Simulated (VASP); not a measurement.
## SnO2: single point with LDA

SnO2:

```
Sn O
1.0
     4.72127    0.00000    0.00000
     0.00000    4.72425    0.00000
     0.00000    0.00000    3.19002
Sn O
2 4
Direct
  0.50080 0.50108 0.50000
  0.00047 0.00086 0.00000
  0.29778 0.29940 0.00000
  0.80863 0.19343 0.50000
  0.19750 0.80657 0.50000
  0.68664 0.68626 0.00000
```

This cell differs from its parent crystal: atoms displaced along a vibrational mode.

| Property | Result |
| --- | --- |
| Program | VASP 6.6.1 |
| Task | single point |
| Functional | LDA |
| Potentials or basis | VASP PAW LDA potentials, release 64 (Sn_d, O) |
| Cutoff | 520 eV |
| k mesh | 6 × 6 × 8 |
| Occupations | gaussian, width 0.05 eV |
| Spin | no spin polarisation |
| Dipole correction | no |
| Further INCAR settings | ALGO = Normal; EDIFF = 1e-07; NBANDS = 35 |

| Item | Value |
| --- | --- |
| Pressure | 1.6 GPa |
| Largest force | 1.132 eV/Å |
| Band gap on the k mesh | 1.19 eV |

Forces in eV/Å, atoms in the order of the input:
```
Sn  -0.602 -0.811  0.000
Sn  -0.379 -0.670  0.000
O    0.830  0.769  0.000
O   -0.329  0.022  0.000
O   -0.288 -0.016  0.000
O    0.769  0.706  0.000
```

Stress tensor (GPa, compression positive):
```
1.37 0.38 0.00
0.38 1.36 0.00
0.00 0.00 1.94
```

Levels at points of the mesh, in eV from the valence-band top:
| k point | band 23 | band 24 | band 25 | band 26 | band 27 | band 28 | band 29 | band 30 |
| --- | --- | --- | --- | --- | --- | --- | --- | --- |
| (0.00, 0.00, 0.00) | -1.25 | -0.82 | -0.81 | 0.00 | 1.19 | 5.94 | 6.08 | 6.08 |
| (0.50, 0.00, 0.00) | -1.27 | -1.20 | -0.76 | -0.56 | 4.31 | 4.38 | 6.80 | 6.85 |
| (0.00, 0.50, 0.00) | -1.25 | -1.21 | -0.73 | -0.59 | 4.32 | 4.37 | 6.83 | 6.86 |
| (0.50, 0.50, 0.00) | -1.36 | -1.35 | -0.92 | -0.91 | 4.72 | 4.74 | 7.32 | 7.33 |
| (0.00, 0.00, 0.50) | -1.74 | -1.74 | -1.29 | -1.28 | 6.03 | 6.06 | 9.41 | 9.54 |
| (0.50, 0.00, 0.50) | -1.14 | -1.13 | -0.72 | -0.72 | 6.28 | 6.33 | 7.90 | 7.97 |
| (0.00, 0.50, 0.50) | -1.15 | -1.13 | -0.72 | -0.72 | 6.28 | 6.33 | 7.89 | 7.96 |
| (0.50, 0.50, 0.50) | -1.04 | -0.99 | -0.85 | -0.81 | 4.71 | 4.71 | 8.64 | 8.66 |

It took 84 s on 1 thread of Intel(R) Xeon(R) 6975P-C (Granite Rapids), on a shared host, peak memory 0.28 GiB.

Caveat: the cell differs from its parent crystal (atoms displaced along a vibrational mode); spin-orbit coupling is left out, which moves the levels of the heavy elements; forces of over 1 eV/Å act on the atoms, so gaps and moduli don't describe the material at rest.
